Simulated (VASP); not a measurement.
**FeGe (rocksalt type): single point with PBE**

The system is FeGe (rocksalt type).

```xyz
2
Lattice="0.0000 1.8938 1.8938 1.8938 0.0000 1.8938 1.8938 1.8938 0.0000" Properties=species:S:1:pos:R:3 pbc="T T T"
Fe    0.0000    0.0000    0.0000
Ge    1.8938    1.8938    1.8938
```

This cell differs from its parent crystal: volume scaled by 0.45.

* Program: VASP 6.6.1
* Task: single point
* Functional: PBE
* Potentials or basis: VASP PAW PBE potentials, release 64 (Fe, Ge_d)
* Cutoff: 520 eV
* k mesh: 14 × 14 × 14
* Occupations: fermi-dirac, width 0.08 eV
* Spin: collinear spin, ferromagnetic start
* Starting moments: [2.5, 0.0] μB

- Pressure: 527.8 GPa
- Band gap on the k mesh: zero (filled and empty bands overlap)
- Net moment: 0.00 μB per cell

Levels at points of the mesh, in eV from the Fermi level:
Spin up:
| k point | band 9 | band 10 | band 11 | band 12 | band 13 | band 14 |
| --- | --- | --- | --- | --- | --- | --- |
| (0.00, 0.00, 0.00) | -4.02 | -2.48 | -2.48 | 9.21 | 9.21 | 9.21 |
| (0.50, 0.00, 0.00) | -6.40 | -1.64 | -1.64 | 0.93 | 10.76 | 12.80 |
| (0.50, 0.50, 0.00) | -1.43 | -0.84 | -0.84 | 0.45 | 0.45 | 3.82 |
Spin down:
```
           k point  band 9  band 10  band 11  band 12  band 13  band 14
(0.00, 0.00, 0.00)   -4.02    -2.48    -2.48     9.21     9.21     9.21
(0.50, 0.00, 0.00)   -6.40    -1.64    -1.64     0.93    10.76    12.80
(0.50, 0.50, 0.00)   -1.43    -0.84    -0.84     0.45     0.45     3.82
```

It took 46 s on 1 thread of AMD EPYC 9R45 (Zen 5) (shared host), peak memory 0.13 GiB.

Caveat: the starting moments collapsed, and a magnetic state may lie lower.
